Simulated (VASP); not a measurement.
# Hf3Pd (Pm-3m) in VASP: further runs

Runs on Hf3Pd. Level: PBE. Tasks: single point, relaxation of cell and atoms.

Program: VASP 6.6.1. These are calculated values, not measurements. Logs are shortened: lines on timing, memory, paths and dates and some standing lists are left out, and cuts for length are marked.

### 1 The cell of the first run

The structure is cubic, space group Pm-3m (No. 221). The conventional cell has a = 4.331 Å, b = 4.331 Å, c = 4.331 Å, α = 90.00°, β = 90.00°, γ = 90.00°. Within 4.0 Å of Hf (site symmetry 4/mmm) lie 8 Hf at 3.06 Å and 4 Pd at 3.06 Å. Within 4.0 Å of Pd (site symmetry m-3m) lie 12 Hf at 3.06 Å.

### 2 Single point, PBE

Contents of INCAR:

```
ALGO = Normal
EDIFF = 1E-7
ENCUT = 520
GGA = PE
ISIF = 2
ISMEAR = 0
LASPH = True
LCHARG = False
LREAL = False
LWAVE = False
NBANDS = 28
NELM = 80
PREC = Accurate
SIGMA = 0.1
```

Contents of KPOINTS:

```
k-points
0
Gamma
  4 4 4
```

Contents of POSCAR:

```
Hf3Pd
1.0
    4.3311290381      0.0000000000      0.0000000000
    0.0000000000      4.3311290381      0.0000000000
    0.0000000000      0.0000000000      4.3311290381
Hf Pd
3 1
Direct
    0.0000000000      0.5000000000      0.5000000000
    0.5000000000      0.0000000000      0.5000000000
    0.5000000000      0.5000000000      0.0000000000
    0.0000000000      0.0000000000      0.0000000000
```

Potentials or basis: VASP PAW PBE potentials, release 64 (Hf_pv, Pd).

Launch:

```
$ cat potpaw_PBE.64/Hf_pv/POTCAR potpaw_PBE.64/Pd/POTCAR > POTCAR
$ mpirun -np 1 vasp_std > vasp.out
```

OUTCAR:

```text
EDIFF = 1E-7
   ENCUT = 520
   GGA = PE
   ISIF = 2
   ISMEAR = 0
   LASPH = True
   LREAL = False
   NELM = 80
   PREC = Accurate

 ion  position               nearest neighbor table
   1  0.000  0.500  0.500-   2 3.06   3 3.06   4 3.06   3 3.06   4 3.06   2 3.06   4 3.06   4 3.06
                             2 3.06   3 3.06   3 3.06   2 3.06
   2  0.500  0.000  0.500-   1 3.06   3 3.06   4 3.06   3 3.06   4 3.06   1 3.06   3 3.06   3 3.06
                             1 3.06   4 3.06   4 3.06   1 3.06
   3  0.500  0.500  0.000-   1 3.06   2 3.06   4 3.06   1 3.06   2 3.06   2 3.06   4 3.06   2 3.06
                             1 3.06   4 3.06   1 3.06   4 3.06
   4  0.000  0.000  0.000-   1 3.06   2 3.06   3 3.06   1 3.06   2 3.06   1 3.06   3 3.06   1 3.06
                             2 3.06   3 3.06   2 3.06   3 3.06

  LATTYP: Found a simple cubic cell.
 ALAT       =     4.3311290381

  Lattice vectors:

 A1 = (   4.3311290381,   0.0000000000,   0.0000000000)
 A2 = (   0.0000000000,   4.3311290381,   0.0000000000)
 A3 = (   0.0000000000,   0.0000000000,   4.3311290381)

Analysis of symmetry for initial positions (statically):
=====================================================================
 Subroutine PRICEL returns:
 Original cell was already a primitive cell.

 Routine SETGRP: Setting up the symmetry group for a
 simple cubic supercell.

 Subroutine GETGRP returns: Found 48 space group operations
 (whereof 48 operations were pure point group operations)
 out of a pool of 48 trial point group operations.

The static configuration has the point symmetry O_h .

Analysis of symmetry for dynamics (positions and initial velocities):
=====================================================================
 Subroutine PRICEL returns:
 Original cell was already a primitive cell.

 Routine SETGRP: Setting up the symmetry group for a
 simple cubic supercell.

 Subroutine GETGRP returns: Found 48 space group operations
 (whereof 48 operations were pure point group operations)
 out of a pool of 48 trial point group operations.

The dynamic configuration has the point symmetry O_h .

 Subroutine INISYM returns: Found 48 space group operations
 (whereof 48 operations are pure point group operations),
 and found     1 'primitive' translations

----------------------------------------------------------------------------------------

                                     Primitive cell

  volume of cell :      81.2463

  direct lattice vectors                    reciprocal lattice vectors
     4.331129038  0.000000000  0.000000000     0.230886679  0.000000000  0.000000000
     0.000000000  4.331129038  0.000000000     0.000000000  0.230886679  0.000000000
     0.000000000  0.000000000  4.331129038     0.000000000  0.000000000  0.230886679

  length of vectors
     4.331129038  4.331129038  4.331129038     0.230886679  0.230886679  0.230886679

  position of ions in fractional coordinates (direct lattice)
     0.000000000  0.500000000  0.500000000
     0.500000000  0.000000000  0.500000000
     0.500000000  0.500000000  0.000000000
     0.000000000  0.000000000  0.000000000

  ion indices of the primitive-cell ions
   primitive index   ion index
                 1           1
                 2           2
                 3           3
                 4           4

----------------------------------------------------------------------------------------

 KPOINTS: k-points

Automatic generation of k-mesh.
 Grid dimensions read from file:
 generate k-points for:    4    4    4

 Generating k-lattice:

  Cartesian coordinates                     Fractional coordinates (reciprocal lattice)
     0.057721670  0.000000000  0.000000000     0.250000000  0.000000000  0.000000000
     0.000000000  0.057721670  0.000000000     0.000000000  0.250000000  0.000000000
     0.000000000  0.000000000  0.057721670     0.000000000  0.000000000  0.250000000

  Length of vectors
     0.057721670  0.057721670  0.057721670

  Shift w.r.t. Gamma in fractional coordinates (k-lattice)
     0.000000000  0.000000000  0.000000000

 Subroutine IBZKPT returns following result:
 ===========================================

 Found     10 irreducible k-points:

 Following reciprocal coordinates:
            Coordinates               Weight
  0.000000  0.000000  0.000000      1.000000
  0.250000  0.000000  0.000000      6.000000
  0.500000  0.000000  0.000000      3.000000
  0.250000  0.250000  0.000000     12.000000
  0.500000  0.250000  0.000000     12.000000
  0.500000  0.500000  0.000000      3.000000
  0.250000  0.250000  0.250000      8.000000
  0.500000  0.250000  0.250000     12.000000
  0.500000  0.500000  0.250000      6.000000
  0.500000  0.500000  0.500000      1.000000
   k-points           NKPTS =     10   k-points in BZ     NKDIM =     10   number of bands    NBANDS=     28
   number of dos      NEDOS =    301   number of ions     NIONS =      4
   total plane-waves  NPLWV =  32768
   dimension x,y,z NGX =    32 NGY =   32 NGZ =   32
   dimension x,y,z NGXF=    64 NGYF=   64 NGZF=   64
   ions per type =               3   1
   NGX,Y,Z   is equivalent  to a cutoff of  12.28, 12.28, 12.28 a.u.
   NGXF,Y,Z  is equivalent  to a cutoff of  24.57, 24.57, 24.57 a.u.
 SYSTEM =  unknown system
   PREC   = accura    normal or accurate (medium, high low for compatibility)
   ISTART =      0    job   : 0-new  1-cont  2-samecut
   ICHARG =      2    charge: 1-file 2-atom 10-const
   ISPIN  =      1    spin polarized calculation?
   LNONCOLLINEAR =      F non collinear calculations
   LSORBIT =      F    spin-orbit coupling
   LASPH  =      T    aspherical Exc in radial PAW
   ENCUT  =  520.0 eV  38.22 Ry    6.18 a.u.   8.05  8.05  8.05*2*pi/ulx,y,z
   NELM   =     80;   NELMIN=  2; NELMDL= -5     # of ELM steps
   EDIFF  = 0.1E-06   stopping-criterion for ELM
   LREAL  =      F    real-space projection
   EDIFFG = 0.1E-05   stopping-criterion for IOM
   NSW    =      0    number of steps for IOM
   IBRION =     -1    ionic relax: 0-MD 1-quasi-New 2-CG
   NFREE  =      0    steps in history (QN), initial steepest desc. (CG)
   ISIF   =      2    stress and relaxation
   ISYM   =      2    0-nonsym 1-usesym 2-fastsym
   POTIM  = 0.5000    time-step for ionic-motion
   TEBEG  =    0.0;   TEEND  =   0.0 temperature during run
   PSTRESS=    0.0 pullay stress
   NELECT =      40.0000    total number of electrons
   NUPDOWN=      -1.0000    fix difference up-down
   EMIN   =  10.00;   EMAX   =-10.00  energy-range for DOS
   EFERMI =   0.00;   METHOD = LEGACY
   ISMEAR =     0;   SIGMA  =   0.10  broadening in eV -4-tet -1-fermi 0-gaus
   EFERMI_NEDOS =   21; number of points for ismear=-14 and -15
   IALGO  =     38    algorithm
   IMIX   =      4    mixing-type and parameters
     AMIX     =   0.40;   BMIX     =  1.00
     AMIX_MAG =   1.60;   BMIX_MAG =  1.00
  volume/ion in A,a.u.               =      20.31       137.07
  Fermi-wavevector in a.u.,A,eV,Ry     =   1.292688  2.442826 22.735909  1.671042
  Thomas-Fermi vector in A             =   2.424380
   LORBIT       =      0    0 simple, 1 ext, 2 COOP (PROOUT), +10 PAW based schemes
   GGA     = PE    functional components
   LHFCALC =     F    Hartree Fock is set to
   AEXX    =    0.0000 exact exchange contribution
   IVDW    =     0    specifies the selected vdW correction
   LEPSILON=     F    determine dielectric tensor
   LRPA    =     F    only Hartree local field effects (RPA)
 non-spin polarized calculation
 Gauss-broadening in eV      SIGMA  =   0.10
  energy-cutoff  :      520.00
  volume of cell :       81.25
 maximum number of plane-waves:      2272
   NGX = 17   NGY = 17   NGZ = 17

 number of electron      40.0000011 magnetization

 Free energy of the ion-electron system (eV)
  ---------------------------------------------------
  ext. energy  EPLUGINS =         0.00000000
  ---------------------------------------------------
  free energy    TOTEN  =       -35.66796755 eV

  energy without entropy =      -35.62606401  energy(sigma->0) =      -35.64701578

 E-fermi :   5.8100     XC(G=0): -11.6642

 val. band max:        5.7887179643   @ k =   0.5000   0.5000   0.2500
 cond. band min:       5.8173018240   @ k =   0.5000   0.5000   0.2500
 fundamental gap:      0.0285838597
 Fermi energy:         5.8099631227

 k-point     1 :       0.0000    0.0000    0.0000
  band No.  band energies     occupation
      1     -25.0252      2.00000
      2     -25.0252      2.00000
      3     -25.0252      2.00000
      4     -24.5999      2.00000
      5     -24.5999      2.00000
      6     -24.5999      2.00000
[... 20 lines left out ...]
     27       9.9039      0.00000
     28      11.3067      0.00000

 k-point     2 :       0.2500    0.0000    0.0000
  band No.  band energies     occupation
      1     -24.9686      2.00000
      2     -24.9686      2.00000
      3     -24.9351      2.00000
      4     -24.6224      2.00000
      5     -24.6224      2.00000
      6     -24.6079      2.00000
[... 20 lines left out ...]
     27      10.0283      0.00000
     28      10.0283      0.00000

 k-point     3 :       0.5000    0.0000    0.0000
  band No.  band energies     occupation
      1     -24.8902      2.00000
      2     -24.8902      2.00000
      3     -24.7505      2.00000
      4     -24.6667      2.00000
      5     -24.6667      2.00000
      6     -24.6232      2.00000
[... 20 lines left out ...]
     27       9.0676      0.00000
     28       9.0676      0.00000

 k-point     4 :       0.2500    0.2500    0.0000
  band No.  band energies     occupation
      1     -25.0020      2.00000
      2     -24.9081      2.00000
      3     -24.8106      2.00000
      4     -24.7417      2.00000
      5     -24.6338      2.00000
      6     -24.5315      2.00000
[... 20 lines left out ...]
     27       9.9829      0.00000
     28      10.1907      0.00000

 k-point     5 :       0.5000    0.2500    0.0000
  band No.  band energies     occupation
      1     -24.9162      2.00000
      2     -24.9049      2.00000
      3     -24.8184      2.00000
      4     -24.6812      2.00000
      5     -24.6671      2.00000
      6     -24.6536      2.00000
[... 20 lines left out ...]
     27       9.1116      0.00000
     28       9.9939      0.00000

 k-point     6 :       0.5000    0.5000    0.0000
  band No.  band energies     occupation
      1     -24.9926      2.00000
      2     -24.9390      2.00000
      3     -24.6803      2.00000
      4     -24.6803      2.00000
      5     -24.6674      2.00000
      6     -24.6674      2.00000
[... 20 lines left out ...]
     27       8.4974      0.00000
     28       9.2363      0.00000

 k-point     7 :       0.2500    0.2500    0.2500
  band No.  band energies     occupation
      1     -25.0733      2.00000
      2     -24.8483      2.00000
      3     -24.8483      2.00000
      4     -24.7192      2.00000
      5     -24.6243      2.00000
      6     -24.6243      2.00000
[... 20 lines left out ...]
     27       9.7640      0.00000
     28      10.0683      0.00000

 k-point     8 :       0.5000    0.2500    0.2500
  band No.  band energies     occupation
      1     -25.0615      2.00000
      2     -24.9160      2.00000
      3     -24.8806      2.00000
      4     -24.8005      2.00000
      5     -24.6158      2.00000
      6     -24.4665      2.00000
[... 20 lines left out ...]
     27       9.5327      0.00000
     28       9.9308      0.00000

 k-point     9 :       0.5000    0.5000    0.2500
  band No.  band energies     occupation
      1     -25.1254      2.00000
      2     -24.9898      2.00000
      3     -24.8958      2.00000
      4     -24.8958      2.00000
      5     -24.4499      2.00000
      6     -24.4499      2.00000
[... 20 lines left out ...]
     27       9.4294      0.00000
     28       9.5040      0.00000

 k-point    10 :       0.5000    0.5000    0.5000
  band No.  band energies     occupation
      1     -25.2409      2.00000
      2     -24.9870      2.00000
      3     -24.9870      2.00000
      4     -24.9870      2.00000
      5     -24.3565      2.00000
      6     -24.3565      2.00000
[... 20 lines left out ...]
     27       9.4028      0.00000
     28       9.4028      0.00000

------------------------ aborting loop because EDIFF is reached ----------------------------------------

  FORCE on cell =-STRESS in cart. coord.  units (eV):
  Direction    XX          YY          ZZ          XY          YZ          ZX
  --------------------------------------------------------------------------------------
  -------------------------------------------------------------------------------------
  Total       -0.4243852     -0.4243852     -0.4243852      0.0000000      0.0000000     -0.0000000
  in kB       -8.3688821     -8.3688821     -8.3688821      0.0000000      0.0000000     -0.0000000
  external PRESSURE =      -8.3688821 kB  Pullay stress =       0.0000000 kB

 VOLUME and BASIS-vectors are now :
 -----------------------------------------------------------------------------
  energy-cutoff  :      520.00
  volume of cell :       81.25
      direct lattice vectors                 reciprocal lattice vectors
     4.331129038  0.000000000  0.000000000     0.230886679  0.000000000  0.000000000
     0.000000000  4.331129038  0.000000000     0.000000000  0.230886679  0.000000000
     0.000000000  0.000000000  4.331129038     0.000000000  0.000000000  0.230886679

 POSITION                                       TOTAL-FORCE (eV/Angst)
 -----------------------------------------------------------------------------------
      0.00000      2.16556      2.16556         0.000000      0.000000      0.000000
      2.16556      0.00000      2.16556         0.000000      0.000000      0.000000
      2.16556      2.16556      0.00000         0.000000      0.000000      0.000000
      0.00000      0.00000      0.00000         0.000000      0.000000      0.000000
 -----------------------------------------------------------------------------------
    total drift:                                0.000000     -0.000000     -0.000000

  FREE ENERGIE OF THE ION-ELECTRON SYSTEM (eV)
  ---------------------------------------------------
  free  energy   TOTEN  =       -35.6679675542 eV

  energy  without entropy=      -35.6260640071  energy(sigma->0) =      -35.64701578
```

It took 51 s on 1 thread of AMD EPYC 7R13 (Zen 3), shared host; peak memory 0.15 GiB.

What came out:

```yaml
Free_energy: -35.6680 eV
Pressure: -0.8 GPa
Band_gap_on_the_k_mesh: zero (band 20 reaches 6.31 eV, above the bottom of band 21 at 5.64 eV)
```

Levels at points of the mesh, in eV from the Fermi level:
| k point | band 18 | band 19 | band 20 | band 21 | band 22 | band 23 |
| --- | --- | --- | --- | --- | --- | --- |
| (0.00, 0.00, 0.00) | -0.49 | -0.49 | 0.39 | 0.39 | 2.61 | 2.61 |
| (0.50, 0.00, 0.00) | -0.95 | -0.65 | -0.65 | 1.29 | 1.29 | 1.55 |
| (0.50, 0.50, 0.00) | -1.44 | -0.79 | -0.37 | -0.17 | -0.17 | 1.66 |
| (0.50, 0.50, 0.50) | -1.23 | 0.50 | 0.50 | 0.50 | 0.99 | 1.15 |

Caveat: the k points lie up to 0.36 Å⁻¹ apart; spin-orbit coupling is left out, which moves the levels of the heavy elements.

(Continued in part 2 of 2.)
